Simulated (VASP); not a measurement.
A run of VASP 6.6.1:

Contents of INCAR:

```
SYSTEM = WS2
  PREC = Accurate
  ENCUT = 520
  EDIFF = 1E-6
  ISMEAR = 0
  SIGMA = 0.05
  LREAL = .FALSE.
  LASPH = .TRUE.
  NELM = 100
  ALGO = Normal
  ISIF = 2
  LWAVE = .FALSE.
  LCHARG = .FALSE.
  GGA = PS
  NBANDS = 35
```

Contents of KPOINTS:

```
regular mesh
0
G
  10 6 10
  0 0 0
```

POSCAR

```
WS2
1.0
   -3.1476068045      0.0000000000      0.0000000000
    0.0000000000      5.4518149077      0.0000000000
    1.5738034023     -0.9086358179     -6.3704647422
W S
2 4
Direct
    0.5296004226      0.5003357568      0.0020145410
   -0.0275858816      0.0003357568      0.0020145410
    0.9048073794      0.6260184843      0.7561109058
    0.3513035264      0.1260184843      0.7561109058
    0.1509595504      0.7079957589      0.2479745532
    0.5970150028      0.2079957589      0.2479745532
```

Potentials or basis: VASP PAW PBE potentials, release 64 (W_sv, S).

The run is started by

```console
$ cat potpaw_PBE.64/W_sv/POTCAR potpaw_PBE.64/S/POTCAR > POTCAR
$ mpirun -np 1 vasp_std > vasp.out
```

Hardware: 1 thread of Intel(R) Xeon(R) Platinum 8259CL CPU @ 2.50GHz (Skylake/Cascade Lake) (shared host).

Task: How long does it take, and how much memory?

Result: It took 9 min on 1 thread of Intel(R) Xeon(R) Platinum 8259CL CPU @ 2.50GHz (Skylake/Cascade Lake), on a shared host, peak memory 0.58 GiB. Counts: scf iterations 15, k points 172.
